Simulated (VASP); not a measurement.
# Zr12B (a cell with a defect) in VASP: single point with PBE

Aim: the single point of Zr12B (a cell with a defect) with PBE.

Everything below comes from runs of VASP 6.6.1. Logs are shortened: lines on timing, memory, paths and dates and some standing lists are left out, and cuts for length are marked.

### 1 The cell of the first run

The cell holds a defect, 13 atoms: a = 6.460 Å, b = 9.690 Å, c = 5.145 Å, α = 90.00°, β = 90.00°, γ = 120.00°.

### 2 Single point, PBE

File INCAR:

```
SYSTEM = Zr12B
ALGO = Normal
EDIFF = 1E-7
ENCUT = 520
GGA = PE
ISIF = 2
ISMEAR = 0
LASPH = .True.
LCHARG = .False.
LREAL = .False.
LWAVE = .False.
NBANDS = 86
NELM = 100
PREC = Accurate
SIGMA = 0.1
```

File KPOINTS:

```
k-points
0
Gamma
  3 2 3
  0 0 0
```

File POSCAR:

```
Zr12B
1.0
    6.4600000000      0.0000000000      0.0000000000
   -4.8450000000      8.3917860000      0.0000000000
    0.0000000000      0.0000000000      5.1453900000
Zr B
12 1
Direct
    0.0065423258      0.0060512744      0.0046223901
    0.1681068107      0.2238914338      0.5045592268
   -0.0011216302      0.3289346273     -0.0015345776
    0.1612661983      0.5484783573      0.5056234804
   -0.0025522859      0.6649292534     -0.0149244275
    0.1668668081      0.8925016677      0.5095613744
    0.5069805339      0.0074506190     -0.0077418816
    0.6694645861      0.2270237825      0.4997807746
    0.5002660158      0.3320461222     -0.0062409263
    0.6617173840      0.5499175027      0.4933594927
    0.5014512979      0.6634374375     -0.0117495467
    0.6708917496      0.8910552533      0.5127926163
    0.3341900461      0.7779652627      1.2489511971
```

Potentials or basis: VASP PAW PBE potentials, release 64 (Zr_sv, B).

The run is started by

```bash
$ cat potpaw_PBE.64/Zr_sv/POTCAR potpaw_PBE.64/B/POTCAR > POTCAR
$ mpirun -np 1 vasp_std > vasp.out
```

OUTCAR:

```text
SYSTEM = Zr12B
   EDIFF = 1E-7
   ENCUT = 520
   GGA = PE
   ISIF = 2
   ISMEAR = 0
   LASPH = .True.
   LREAL = .False.
   NELM = 100
   PREC = Accurate

 ion  position               nearest neighbor table
   1  0.007  0.006  0.005-   6 3.15  12 3.15   3 3.15   2 3.16   2 3.16   9 3.17   6 3.19  12 3.22
                             7 3.23   7 3.23   5 3.28  11 3.29
   2  0.168  0.224  0.505-   9 3.13   3 3.13   1 3.16   1 3.16   4 3.17  10 3.17   3 3.18   6 3.21
                            12 3.22   9 3.22   8 3.22   8 3.24
   3  0.999  0.329  0.998-   2 3.13   4 3.13   7 3.15   1 3.15   8 3.16   8 3.17   2 3.18   4 3.19
                             9 3.22   9 3.24  11 3.24   5 3.26
   4  0.161  0.548  0.506-  13 2.34   5 3.11  11 3.13   3 3.13   8 3.15   2 3.17   3 3.19  10 3.23
                            10 3.23  11 3.27   5 3.28  12 3.31   6 3.32
   5  0.997  0.665  0.985-  13 2.32   6 3.10   4 3.11  10 3.15  11 3.20   9 3.22  10 3.22   3 3.26
                            11 3.26   1 3.28   4 3.28   7 3.31   6 3.31
   6  0.167  0.893  0.510-  13 2.32   5 3.10   7 3.13   1 3.15   1 3.19  12 3.20   2 3.21   8 3.24
                            12 3.26   7 3.27  10 3.29   5 3.31   4 3.32
   7  0.507  0.007  0.992-  13 2.34  12 3.11   6 3.13   8 3.13   3 3.15   9 3.17   8 3.20   1 3.23
                             1 3.23   6 3.27  12 3.28   5 3.31  11 3.32
   8  0.669  0.227  0.500-   9 3.13   7 3.13   4 3.15  10 3.15   3 3.16   3 3.17   9 3.18   7 3.20
                             2 3.22   2 3.24   6 3.24  12 3.26
   9  0.500  0.332  0.994-   2 3.13   8 3.13  10 3.15  10 3.16   7 3.17   1 3.17   8 3.18  11 3.21
                             2 3.22   5 3.22   3 3.22   3 3.24
  10  0.662  0.550  0.493-  11 3.15   5 3.15   8 3.15   9 3.15   9 3.16   2 3.17  11 3.19   5 3.22
                             4 3.23   4 3.23  12 3.28   6 3.29
  11  0.501  0.663  0.988-  13 2.32  12 3.10   4 3.13  10 3.15  10 3.19   5 3.20   9 3.21   3 3.24
                             5 3.26   4 3.27   1 3.29  12 3.31   7 3.32
  12  0.671  0.891  0.513-  13 2.32  11 3.10   7 3.11   1 3.15   6 3.20   2 3.22   1 3.22   8 3.26
                             6 3.26  10 3.28   7 3.28   4 3.31  11 3.31
  13  0.334  0.778  0.249-  12 2.32   5 2.32  11 2.32   6 2.32   4 2.34   7 2.34

  LATTYP: Found a simple monoclinic cell.
 ALAT       =     6.4600000000
 B/A-ratio  =     0.7965000000
 C/A-ratio  =     1.3228756308
 COS(beta)  =    -0.1889822400

  Lattice vectors:

 A1 = (   6.4600000000,   0.0000000000,   0.0000000000)
 A2 = (   0.0000000000,   0.0000000000,   5.1453900000)
 A3 = (  -1.6150000000,  -8.3917860000,   0.0000000000)

Analysis of symmetry for initial positions (statically):
=====================================================================
 Subroutine PRICEL returns:
 Original cell was already a primitive cell.

[... 165 lines left out ...]
   IMIX   =      4    mixing-type and parameters
     AMIX     =   0.40;   BMIX     =  1.00
     AMIX_MAG =   1.60;   BMIX_MAG =  1.00
  volume/ion in A,a.u.               =      21.46       144.80
  Fermi-wavevector in a.u.,A,eV,Ry     =   1.322347  2.498874 23.791180  1.748602
  Thomas-Fermi vector in A             =   2.452035
   LORBIT       =      0    0 simple, 1 ext, 2 COOP (PROOUT), +10 PAW based schemes
   GGA     = PE    functional components
   LHFCALC =     F    Hartree Fock is set to
   AEXX    =    0.0000 exact exchange contribution
   IVDW    =     0    specifies the selected vdW correction
   LEPSILON=     F    determine dielectric tensor
   LRPA    =     F    only Hartree local field effects (RPA)
 non-spin polarized calculation
 Gauss-broadening in eV      SIGMA  =   0.10
  energy-cutoff  :      520.00
  volume of cell :      278.94
 maximum number of plane-waves:      7545
   NGX = 25   NGY = 37   NGZ = 19

 number of electron     147.0000000 magnetization

 Free energy of the ion-electron system (eV)
  ---------------------------------------------------
  ext. energy  EPLUGINS =         0.00000000
  ---------------------------------------------------
  free energy    TOTEN  =      -109.16707478 eV

  energy without entropy =     -109.10375359  energy(sigma->0) =     -109.13541418

 E-fermi :   9.0481     XC(G=0): -11.2167

 val. band max:        9.0465070044   @ k =   0.0000   0.5000   0.0000
 cond. band min:       9.0984483731   @ k =   0.0000   0.0000   0.3333
 fundamental gap:      0.0519413688
 Fermi energy:         9.0480944352

 k-point     1 :       0.0000    0.0000    0.0000
  band No.  band energies     occupation
      1     -39.6619      2.00000
      2     -39.5633      2.00000
      3     -39.5362      2.00000
      4     -39.5178      2.00000
      5     -39.5097      2.00000
      6     -39.5029      2.00000
[... 869 lines left out ...]
     84      10.0183      0.00000
     85      10.1747      0.00000
 [bands above 85 left out]

------------------------ aborting loop because EDIFF is reached ----------------------------------------

  FORCE on cell =-STRESS in cart. coord.  units (eV):
  Direction    XX          YY          ZZ          XY          YZ          ZX
  --------------------------------------------------------------------------------------
  -------------------------------------------------------------------------------------
  Total        7.6346584      7.7628606      9.4474081     -0.1733221      0.1442247      0.1307032
  in kB       43.8525623     44.5889405     54.2647797     -0.9955416      0.8284092      0.7507433
  external PRESSURE =      47.5687608 kB  Pullay stress =       0.0000000 kB

 VOLUME and BASIS-vectors are now :
 -----------------------------------------------------------------------------
  energy-cutoff  :      520.00
  volume of cell :      278.94
      direct lattice vectors                 reciprocal lattice vectors
     6.460000000  0.000000000  0.000000000     0.154798762  0.089373108  0.000000000
    -4.845000000  8.391786000  0.000000000     0.000000000  0.119164145  0.000000000
     0.000000000  0.000000000  5.145390000     0.000000000  0.000000000  0.194348728

 POSITION                                       TOTAL-FORCE (eV/Angst)
 -----------------------------------------------------------------------------------
      0.01295      0.05078      0.02378        -0.005039     -0.002076     -0.002710
      0.00122      1.87885      2.59615        -0.001752      0.000521     -0.002177
      4.85907      2.76035      5.13749         0.000281     -0.000715     -0.000733
     -1.61560      4.60271      2.60163        -0.003921      0.002855      0.004272
      3.22193      5.57994      5.06860        -0.001895     -0.004138     -0.001586
     -3.24621      7.48968      2.62189        -0.008153      0.003934      0.002849
      3.23900      0.06252      5.10555         0.004214     -0.002143     -0.002003
      3.22481      1.90513      2.57157         0.000272      0.000840     -0.001958
      1.62296      2.78646      5.11328         0.001011      0.000975      0.000018
      1.61034      4.61479      2.53853         0.007245      0.000454      0.002276
      0.02502      5.56742      5.08493         0.006947     -0.004205     -0.001077
      0.01680      7.47754      2.63852         0.002235      0.003094      0.003912
     -1.61037      6.52852      1.28095        -0.001445      0.000605     -0.001084
 -----------------------------------------------------------------------------------
    total drift:                                0.000006     -0.000085      0.000038

  FREE ENERGIE OF THE ION-ELECTRON SYSTEM (eV)
  ---------------------------------------------------
  free  energy   TOTEN  =      -109.1670747756 eV

  energy  without entropy=     -109.1037535911  energy(sigma->0) =     -109.13541418
```

OSZICAR:

```text
N       E                     dE             d eps       ncg     rms          rms(c)
DAV:   1     0.168462293042E+04    0.16846E+04   -0.77730E+04  1720   0.171E+03
DAV:   2     0.472008172866E+02   -0.16374E+04   -0.16046E+04  1932   0.521E+02
DAV:   3    -0.991506475096E+02   -0.14635E+03   -0.14068E+03  2728   0.111E+02
DAV:   4    -0.117185474786E+03   -0.18035E+02   -0.17741E+02  2568   0.338E+01
[... 10 lines left out ...]
DAV:  15    -0.109167070041E+03   -0.15625E-04   -0.62139E-05  2600   0.371E-02    0.109E-02
DAV:  16    -0.109167075088E+03   -0.50477E-05   -0.12567E-05  2304   0.163E-02    0.465E-03
DAV:  17    -0.109167074952E+03    0.13624E-06   -0.24550E-06  2304   0.747E-03    0.299E-03
DAV:  18    -0.109167074823E+03    0.12943E-06   -0.65084E-07  1776   0.381E-03    0.994E-04
DAV:  19    -0.109167074776E+03    0.47205E-07   -0.10662E-07  1192   0.179E-03
   1 F= -.10916707E+03 E0= -.10913541E+03  d E =-.633212E-01
```

It took 11 min on 1 thread of AMD EPYC 7R13, shared host; peak memory 0.4 GiB.

Results:

* Free energy: -109.1671 eV
* Pressure: 4.8 GPa
* Largest force: 0.009 eV/Å

Forces in eV/Å, atoms in the order of the input:
```
Zr  -0.005 -0.002 -0.003
Zr  -0.002  0.001 -0.002
Zr   0.000 -0.001 -0.001
Zr  -0.004  0.003  0.004
Zr  -0.002 -0.004 -0.002
Zr  -0.008  0.004  0.003
Zr   0.004 -0.002 -0.002
Zr   0.000  0.001 -0.002
Zr   0.001  0.001  0.000
Zr   0.007  0.000  0.002
Zr   0.007 -0.004 -0.001
Zr   0.002  0.003  0.004
B   -0.001  0.001 -0.001
```

Caveat: the k points lie up to 0.41 Å⁻¹ apart.
